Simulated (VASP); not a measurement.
# Nb: single point with LDA

The system is Nb.

```
Nb
1.0
    -1.93536    1.93544    1.38527
     1.93544   -1.93536    1.38527
     3.51652    3.51652   -1.38513
Nb
2
Direct
  0.00025 0.99975 0.00000
  0.74975 0.25025 0.50000
```

| Quantity | Value |
| --- | --- |
| Program | VASP 6.6.1 |
| Task | single point |
| Functional | LDA |
| Potentials or basis | VASP PAW LDA potentials, release 64 (Nb_sv) |
| Cutoff | 520 eV |
| k mesh | 15 × 15 × 8 |
| Occupations | fermi-dirac, width 0.1 eV |
| Spin | no spin polarisation |

| Quantity | Value |
| --- | --- |
| Pressure | -12.5 GPa |
| Largest force | 0.005 eV/Å |
| Band gap on the k mesh | zero (bands 13 and 14 overlap by 2.62 eV) |

Forces in eV/Å, atoms in the order of the input:
```
Nb   0.003 -0.003  0.000
Nb  -0.003  0.003  0.000
```

Stress tensor (GPa, compression positive):
```
-12.44   0.28   0.00
  0.28 -12.44   0.00
  0.00   0.00 -12.50
```

Levels at points of the mesh, in eV from the Fermi level:
| k point | band 9 | band 10 | band 11 | band 12 | band 13 | band 14 | band 15 | band 16 | band 17 | band 18 |
| --- | --- | --- | --- | --- | --- | --- | --- | --- | --- | --- |
| (0.00, 0.00, 0.00) | -6.00 | -3.63 | -0.88 | -0.80 | 0.80 | 0.92 | 1.29 | 1.90 | 1.94 | 3.50 |
| (0.00, 0.00, 0.50) | -4.27 | -4.27 | -0.84 | -0.84 | -0.43 | -0.43 | 1.98 | 1.98 | 2.20 | 2.20 |

Wall time 5.1 min on 1 thread of Oxide Virtual Turin-like Processor, with other jobs on the host, peak memory 0.34 GiB.

Caveat: the cell stands under tension.
